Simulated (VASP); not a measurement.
Wanted: the native input for a VASP 6.6.1 run.

| Property | Result |
| --- | --- |
| Task | single point |
| Functional | PBE |
| Potentials or basis | VASP PAW PBE potentials, release 64 (Mo_sv, S) |
| Cutoff | 520 eV |
| k mesh | 5 × 5 × 2 |
| Occupations | gaussian, width 0.15 eV |
| Spin | no spin polarisation |
| Dipole correction | no |
| Further INCAR settings | ALGO = Normal; EDIFF = 1e-06; NBANDS = 35 |

The structure of MoS2 lies in POSCAR:

```
MoS2
1.0
    3.1690000000      0.0000000000      0.0000000000
   -1.5845000000      2.7444350000      0.0000000000
    0.0000000000      0.0000000000     12.3240000000
Mo S
2 4
Direct
    0.3333333333      0.6666666667      0.2500000000
    0.6666666667      0.3333333333      0.7500000000
    0.3333333333      0.6666666667      0.6230000000
    0.6666666667      0.3333333333      0.1230000000
    0.3333333333      0.6666666667      0.8770000000
    0.6666666667      0.3333333333      0.3770000000
```

These files were run (other wordings do the same):

INCAR

```
  PREC = Accurate
  ENCUT = 520
  EDIFF = 1E-6
  ISMEAR = 0
  SIGMA = 0.15
  LREAL = False
  LASPH = True
  NELM = 80
  ALGO = Normal
  ISIF = 2
  LWAVE = False
  LCHARG = True
  GGA = PE
  LELF = True
  LVHAR = True
  NBANDS = 35
```

KPOINTS

```
Automatic mesh
0
Gamma
  5 5 2
```

Potentials or basis: VASP PAW PBE potentials, release 64 (Mo_sv, S).

Run with:

```bash
$ cat potpaw_PBE.64/Mo_sv/POTCAR potpaw_PBE.64/S/POTCAR > POTCAR
$ mpirun -np 1 vasp_std > vasp.out
```

It gave:

```json
{
  "Pressure": "1.9 GPa",
  "Largest force": "0.071 eV/Å",
  "Band gap on the k mesh": "0.94 eV (least direct gap 2.11 eV)"
}
```

Caveat: the k points lie up to 0.46 Å⁻¹ apart; an odd mesh through Γ misses points on the zone boundary, where band edges can lie; this functional lacks dispersion, which binds the layers, so the pressure and a relaxed spacing across them are unreliable.

It took 52 s on 1 thread of Intel Xeon 8259CL, on a shared host, peak memory 0.23 GiB.
